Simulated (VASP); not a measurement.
In3GaAs4: single point with PBE

The system is In3GaAs4.

```
In Ga As
1.0
     6.27354    0.00000    0.00000
     0.00000    6.27354    0.00000
     0.00000    0.00000    6.27354
In Ga As
3 1 4
Direct
  0.50000 0.00000 0.00000
  0.00000 0.00000 0.50000
  0.00000 0.50000 0.00000
  0.50000 0.50000 0.50000
  0.25950 0.74050 0.25950
  0.25950 0.25950 0.74050
  0.74050 0.74050 0.74050
  0.74050 0.25950 0.25950
```

```yaml
Program: VASP 6.6.1
Task: single point
Functional: PBE
Potentials_or_basis: VASP PAW PBE potentials, release 64 (In_d, Ga_d, As)
Cutoff: 520 eV
k_mesh: 6 × 6 × 6
Occupations: gaussian, width 0.1 eV
Spin: no spin polarisation
```

- Pressure: -3.8 GPa
- Largest force: 0.013 eV/Å
- Band gap on the k mesh: zero (filled and empty bands touch)

Forces in eV/Å, atoms in the order of the input:
```
In   0.000  0.000  0.000
In   0.000  0.000  0.000
In   0.000  0.000  0.000
Ga   0.000  0.000  0.000
As  -0.008  0.008 -0.008
As  -0.008 -0.008  0.008
As   0.008  0.008  0.008
As   0.008 -0.008 -0.008
```

Levels at points of the mesh, in eV from the Fermi level:
```
           k point  band 33  band 34  band 35  band 36  band 37  band 38  band 39  band 40
(0.00, 0.00, 0.00)    -1.90    -1.00    -0.06    -0.06    -0.06     1.72     1.72     1.72
(0.50, 0.00, 0.00)    -1.33    -1.33    -1.08    -1.08     1.92     2.19     2.45     2.51
(0.50, 0.50, 0.00)    -1.02    -1.02    -0.91    -0.67     1.93     1.94     2.34     2.34
(0.50, 0.50, 0.50)    -0.79    -0.79    -0.69    -0.69     0.26     0.65     0.65     0.65
```

Run time: 2 min on 1 thread of Intel(R) Xeon(R) 6975P-C (Granite Rapids), on a shared host, peak memory 0.44 GiB.

Caveat: the cell stands under tension; semilocal functionals underestimate gaps, so a narrow gap can read as zero; spin-orbit coupling is left out, which moves the levels of the heavy elements.
